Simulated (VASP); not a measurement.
# Au (P6_3/mmc) in VASP: further runs

Au is run at these levels: PBEsol; tasks: single point, relaxation of cell and atoms.

All numbers are computed with VASP 6.6.1; they aren't measurements. Logs are shortened: lines on timing, memory, paths and dates and some standing lists are left out, and cuts for length are marked.

### Step 1. The cell of the first run

Symmetry: P6_3/mmc, No. 194, hexagonal system. The conventional cell has a = 2.979 Å, b = 2.979 Å, c = 9.922 Å, α = 90.00°, β = 90.00°, γ = 120.00°. Within 3.9 Å of Au (site symmetry -3m) lie 12 Au at 2.98 to 3.02 Å. Within 3.9 Å of Au (site symmetry -6m2) lie 12 Au at 2.98 to 3.02 Å.

This isn't the form of Au at room conditions, which is fcc.

### Step 2. Single point, PBEsol (19.06 Å³/atom)

The input, INCAR:

```
SYSTEM = Au
PREC = Accurate
ENCUT = 520
EDIFF = 1E-6
ISMEAR = -1
SIGMA = 0.1
LREAL = .FALSE.
LASPH = .TRUE.
NELM = 80
ALGO = Normal
ISIF = 2
LWAVE = .FALSE.
LCHARG = .TRUE.
GGA = PS
LELF = .TRUE.
LVHAR = .TRUE.
NBANDS = 30
```

The input, KPOINTS:

```
regular mesh
0
G
  14 14 4
  0 0 0
```

The input, POSCAR:

```
Au
1.0
    2.9787251994      0.0000000000      0.0000000000
   -1.4893625997      2.5796516936      0.0000000000
    0.0000000000      0.0000000000      9.9216235657
Au
4
Direct
    0.0000000000      0.0000000000      1.0000000000
    0.0000000000      0.0000000000      0.5000000000
    0.3333333333      0.6666666667      0.2500000000
    0.6666666667      0.3333333333      0.7500000000
```

Potentials or basis: VASP PAW PBE potentials, release 64 (Au).

Run with:

```
$ cat potpaw_PBE.64/Au/POTCAR > POTCAR
$ mpirun -np 1 vasp_std > vasp.out
```

OUTCAR:

```text
SYSTEM = Au
   PREC = Accurate
   ENCUT = 520
   EDIFF = 1E-6
   ISMEAR = -1
   LREAL = .FALSE.
   LASPH = .TRUE.
   NELM = 80
   ISIF = 2
   GGA = PS

 ion  position               nearest neighbor table
   1  0.000  0.000  0.000-   3 3.02   4 3.02   4 3.02   3 3.02   4 3.02   3 3.02
   2  0.000  0.000  0.500-   3 3.02   4 3.02   4 3.02   3 3.02   4 3.02   3 3.02
   3  0.333  0.667  0.250-   1 3.02   2 3.02   1 3.02   2 3.02   1 3.02   2 3.02
   4  0.667  0.333  0.750-   1 3.02   2 3.02   1 3.02   2 3.02   1 3.02   2 3.02

  LATTYP: Found a hexagonal cell.
 ALAT       =     2.9787251994
 C/A-ratio  =     3.3308287611

  Lattice vectors:

 A1 = (   2.9787251994,   0.0000000000,   0.0000000000)
 A2 = (  -1.4893625997,   2.5796516936,   0.0000000000)
 A3 = (   0.0000000000,   0.0000000000,   9.9216235657)

Analysis of symmetry for initial positions (statically):
=====================================================================
 Subroutine PRICEL returns:
 Original cell was already a primitive cell.

 Routine SETGRP: Setting up the symmetry group for a
 hexagonal supercell.

 Subroutine GETGRP returns: Found 24 space group operations
 (whereof 12 operations were pure point group operations)
 out of a pool of 24 trial point group operations.

The static configuration has the point symmetry D_3d.
 The point group associated with its full space group is D_6h.

Analysis of symmetry for dynamics (positions and initial velocities):
=====================================================================
 Subroutine PRICEL returns:
 Original cell was already a primitive cell.

 Routine SETGRP: Setting up the symmetry group for a
 hexagonal supercell.

 Subroutine GETGRP returns: Found 24 space group operations
 (whereof 12 operations were pure point group operations)
 out of a pool of 24 trial point group operations.

The dynamic configuration has the point symmetry D_3d.
 The point group associated with its full space group is D_6h.

 Subroutine INISYM returns: Found 24 space group operations
 (whereof 12 operations are pure point group operations),
 and found     1 'primitive' translations

----------------------------------------------------------------------------------------

                                     Primitive cell

  volume of cell :      76.2385

  direct lattice vectors                    reciprocal lattice vectors
     2.978725199  0.000000000  0.000000000     0.335714083  0.193824616  0.000000000
    -1.489362600  2.579651694  0.000000000     0.000000000  0.387649233  0.000000000
     0.000000000  0.000000000  9.921623566     0.000000000  0.000000000  0.100789956

  length of vectors
     2.978725199  2.978725199  9.921623566     0.387649233  0.387649233  0.100789956

  position of ions in fractional coordinates (direct lattice)
     0.000000000  0.000000000  0.000000000
     0.000000000  0.000000000  0.500000000
     0.333333333  0.666666667  0.250000000
     0.666666667  0.333333333  0.750000000

  ion indices of the primitive-cell ions
   primitive index   ion index
                 1           1
                 2           2
                 3           3
                 4           4

----------------------------------------------------------------------------------------

 KPOINTS: regular mesh

Automatic generation of k-mesh.
 Grid dimensions read from file:
 generate k-points for:   14   14    4

 Generating k-lattice:

  Cartesian coordinates                     Fractional coordinates (reciprocal lattice)
     0.023979577  0.013844615  0.000000000     0.071428571 -0.000000000  0.000000000
     0.000000000  0.027689231  0.000000000     0.000000000  0.071428571  0.000000000
     0.000000000  0.000000000  0.025197489     0.000000000  0.000000000  0.250000000

  Length of vectors
     0.027689231  0.027689231  0.025197489

  Shift w.r.t. Gamma in fractional coordinates (k-lattice)
     0.000000000  0.000000000  0.000000000

 Subroutine IBZKPT returns following result:
 ===========================================

 Found     72 irreducible k-points:

 Following reciprocal coordinates:
            Coordinates               Weight
  0.000000  0.000000  0.000000      1.000000
  0.071429  0.000000  0.000000      6.000000
  0.142857  0.000000  0.000000      6.000000
  0.214286 -0.000000  0.000000      6.000000
  0.285714  0.000000  0.000000      6.000000
  0.357143  0.000000  0.000000      6.000000
[... 16 lines left out ...]
  0.285714  0.285714  0.000000      6.000000
  0.357143  0.285714  0.000000      6.000000
 [... further k-points ...]
   k-points           NKPTS =     72   k-points in BZ     NKDIM =     72   number of bands    NBANDS=     30
   number of dos      NEDOS =    301   number of ions     NIONS =      4
   total plane-waves  NPLWV =  46080
   dimension x,y,z NGX =    24 NGY =   24 NGZ =   80
   dimension x,y,z NGXF=    48 NGYF=   48 NGZF=  160
   ions per type =               4
   NGX,Y,Z   is equivalent  to a cutoff of  13.39, 13.39, 13.40 a.u.
   NGXF,Y,Z  is equivalent  to a cutoff of  26.79, 26.79, 26.81 a.u.
 SYSTEM =  Au
   PREC   = accura    normal or accurate (medium, high low for compatibility)
   ISTART =      0    job   : 0-new  1-cont  2-samecut
   ICHARG =      2    charge: 1-file 2-atom 10-const
   ISPIN  =      1    spin polarized calculation?
   LNONCOLLINEAR =      F non collinear calculations
   LSORBIT =      F    spin-orbit coupling
   LASPH  =      T    aspherical Exc in radial PAW
   ENCUT  =  520.0 eV  38.22 Ry    6.18 a.u.   5.54  5.54 18.45*2*pi/ulx,y,z
   NELM   =     80;   NELMIN=  2; NELMDL= -5     # of ELM steps
   EDIFF  = 0.1E-05   stopping-criterion for ELM
   LREAL  =      F    real-space projection
   EDIFFG = 0.1E-04   stopping-criterion for IOM
   NSW    =      0    number of steps for IOM
   IBRION =     -1    ionic relax: 0-MD 1-quasi-New 2-CG
   NFREE  =      0    steps in history (QN), initial steepest desc. (CG)
   ISIF   =      2    stress and relaxation
   ISYM   =      2    0-nonsym 1-usesym 2-fastsym
   POTIM  = 0.5000    time-step for ionic-motion
   TEBEG  =    0.0;   TEEND  =   0.0 temperature during run
   PSTRESS=    0.0 pullay stress
   NELECT =      44.0000    total number of electrons
   NUPDOWN=      -1.0000    fix difference up-down
   EMIN   =  10.00;   EMAX   =-10.00  energy-range for DOS
   EFERMI =   0.00;   METHOD = LEGACY
   ISMEAR =    -1;   SIGMA  =   0.10  broadening in eV -4-tet -1-fermi 0-gaus
   EFERMI_NEDOS =   21; number of points for ismear=-14 and -15
   IALGO  =     38    algorithm
   IMIX   =      4    mixing-type and parameters
     AMIX     =   0.40;   BMIX     =  1.00
     AMIX_MAG =   1.60;   BMIX_MAG =  1.00
  volume/ion in A,a.u.               =      19.06       128.62
  Fermi-wavevector in a.u.,A,eV,Ry     =   1.363016  2.575727 25.277077  1.857813
  Thomas-Fermi vector in A             =   2.489456
   LORBIT       =      0    0 simple, 1 ext, 2 COOP (PROOUT), +10 PAW based schemes
   GGA     = PS    functional components
   LHFCALC =     F    Hartree Fock is set to
   AEXX    =    0.0000 exact exchange contribution
   IVDW    =     0    specifies the selected vdW correction
   LEPSILON=     F    determine dielectric tensor
   LRPA    =     F    only Hartree local field effects (RPA)
 non-spin polarized calculation
  energy-cutoff  :      520.00
  volume of cell :       76.24
 maximum number of plane-waves:      2101
 NGX is ok and might be reduce to    24
   NGX = 11   NGY = 11   NGZ = 37

 number of electron      43.9999997 magnetization

 Free energy of the ion-electron system (eV)
  ---------------------------------------------------
  ext. energy  EPLUGINS =         0.00000000
  ---------------------------------------------------
  free energy    TOTEN  =       -15.27991664 eV

  energy without entropy =      -15.23257449  energy(sigma->0) =      -15.25624557

 E-fermi :   7.4686     XC(G=0): -12.2304

 val. band max:        7.4139409541   @ k =   0.3571   0.1429   0.5000
 cond. band min:       7.4913204948   @ k =   0.1429   0.1429   0.5000
 fundamental gap:      0.0773795407
 Fermi energy:         7.4686209789

 k-point     1 :       0.0000    0.0000    0.0000
  band No.  band energies     occupation
      1      -1.2700      2.00000
      2       0.3159      2.00000
      3       0.3209      2.00000
      4       1.0904      2.00000
      5       3.2816      2.00000
      6       3.2895      2.00000
[... 22 lines left out ...]
     29      21.9346      0.00000
     30      22.8847      0.00000

 k-point     2 :       0.0714    0.0000    0.0000
  band No.  band energies     occupation
      1      -1.1243      2.00000
      2       0.4542      2.00000
      3       0.4591      2.00000
      4       1.2087      2.00000
      5       3.1331      2.00000
      6       3.2124      2.00000
[... 22 lines left out ...]
     29      22.0408      0.00000
     30      22.6723      0.00000

 k-point     3 :       0.1429    0.0000    0.0000
  band No.  band energies     occupation
      1      -0.7018      2.00000
      2       0.8352      2.00000
      3       0.8398      2.00000
      4       1.5269      2.00000
      5       2.8740      2.00000
      6       3.0292      2.00000
[... 22 lines left out ...]
     29      21.5736      0.00000
     30      21.5816      0.00000

 k-point     4 :       0.2143   -0.0000    0.0000
  band No.  band energies     occupation
      1      -0.0571      2.00000
      2       1.3076      2.00000
      3       1.3119      2.00000
      4       1.8893      2.00000
      5       2.6606      2.00000
      6       2.8107      2.00000
[... 22 lines left out ...]
     29      19.6979      0.00000
     30      19.7585      0.00000

 k-point     5 :       0.2857    0.0000    0.0000
  band No.  band energies     occupation
      1       0.6650      2.00000
      2       1.5515      2.00000
      3       1.5829      2.00000
      4       1.9876      2.00000
      5       2.5372      2.00000
      6       2.5747      2.00000
[... 22 lines left out ...]
     29      18.9821      0.00000
     30      19.3681      0.00000
[... 526 lines left out ...]
     29      14.4422      0.00000
     30      15.8960      0.00000

 k-point    22 :       0.3571    0.2143    0.0000
  band No.  band energies     occupation
      1       1.8717      2.00000
      2       1.9025      2.00000
      3       2.2800      2.00000
      4       2.5546      2.00000
      5       2.7007      2.00000
      6       2.7184      2.00000
[... 22 lines left out ...]
     29      15.2595      0.00000
     30      15.5683      0.00000

 k-point    23 :       0.2857    0.2857    0.0000
  band No.  band energies     occupation
      1       2.1367      2.00000
      2       2.1380      2.00000
      3       2.3380      2.00000
      4       2.4263      2.00000
      5       2.7350      2.00000
      6       2.7373      2.00000
[... 22 lines left out ...]
     29      14.0840      0.00000
     30      14.2148      0.00000

 k-point    24 :       0.3571    0.2857    0.0000
  band No.  band energies     occupation
      1       2.1807      2.00000
      2       2.2214      2.00000
      3       2.5064      2.00000
      4       2.5210      2.00000
      5       2.5553      2.00000
      6       2.6210      2.00000
[... 22 lines left out ...]
     29      13.6094      0.00000
     30      15.8410      0.00000

 [... further k-points ...]
[... 5 lines left out ...]
  --------------------------------------------------------------------------------------
  -------------------------------------------------------------------------------------
  Total       -6.7513378     -6.7513378     -6.7633845     -0.0000000     -0.0000000      0.0000000
  in kB     -141.8816276   -141.8816276   -142.1347943     -0.0000000     -0.0000000      0.0000000
  external PRESSURE =    -141.9660165 kB  Pullay stress =       0.0000000 kB

 VOLUME and BASIS-vectors are now :
 -----------------------------------------------------------------------------
  energy-cutoff  :      520.00
  volume of cell :       76.24
      direct lattice vectors                 reciprocal lattice vectors
     2.978725199  0.000000000  0.000000000     0.335714083  0.193824616  0.000000000
    -1.489362600  2.579651694  0.000000000     0.000000000  0.387649233  0.000000000
     0.000000000  0.000000000  9.921623566     0.000000000  0.000000000  0.100789956

 POSITION                                       TOTAL-FORCE (eV/Angst)
 -----------------------------------------------------------------------------------
      0.00000      0.00000      0.00000         0.000000      0.000000     -0.000000
      0.00000      0.00000      4.96081         0.000000      0.000000     -0.000000
     -0.00000      1.71977      2.48041         0.000000      0.000000     -0.000000
      1.48936      0.85988      7.44122        -0.000000     -0.000000      0.000000
 -----------------------------------------------------------------------------------
    total drift:                               -0.000000      0.000000     -0.000000

  FREE ENERGIE OF THE ION-ELECTRON SYSTEM (eV)
  ---------------------------------------------------
  free  energy   TOTEN  =       -15.2799166445 eV

  energy  without entropy=      -15.2325744940  energy(sigma->0) =      -15.25624557
```

Wall time 3 min (1 thread of Intel Xeon 8259CL, shared host); peak memory 0.28 GiB.

What came out:

| Item | Value |
| --- | --- |
| Free energy | -15.2799 eV |
| Pressure | -14.2 GPa |
| Band gap on the k mesh | zero (bands 22 and 23 overlap by 4.40 eV) |

Levels at points of the mesh, in eV from the Fermi level:
| k point | band 19 | band 20 | band 21 | band 22 | band 23 | band 24 | band 25 | band 26 |
| --- | --- | --- | --- | --- | --- | --- | --- | --- |
| (0.00, 0.00, 0.00) | -2.62 | -2.39 | -2.39 | -1.91 | -1.91 | -0.59 | 2.30 | 10.04 |
| (0.50, 0.00, 0.00) | -1.63 | -1.62 | -0.15 | 0.61 | 1.01 | 1.31 | 3.14 | 3.38 |
| (0.00, 0.00, 0.50) | -2.72 | -2.72 | -2.11 | -2.11 | -2.11 | -2.11 | 5.41 | 5.41 |
| (0.50, 0.00, 0.50) | -1.63 | -1.63 | 0.40 | 0.40 | 1.22 | 1.22 | 3.80 | 3.80 |

Caveat: the cell stands under tension; the PAW data sets were made with another functional, which shifts forces and pressure a little; spin-orbit coupling is left out, which moves the levels of the heavy elements.

[end of part 1 of 2]

The gap in the log of VASP goes by the Fermi energy; the results here count the filled bands.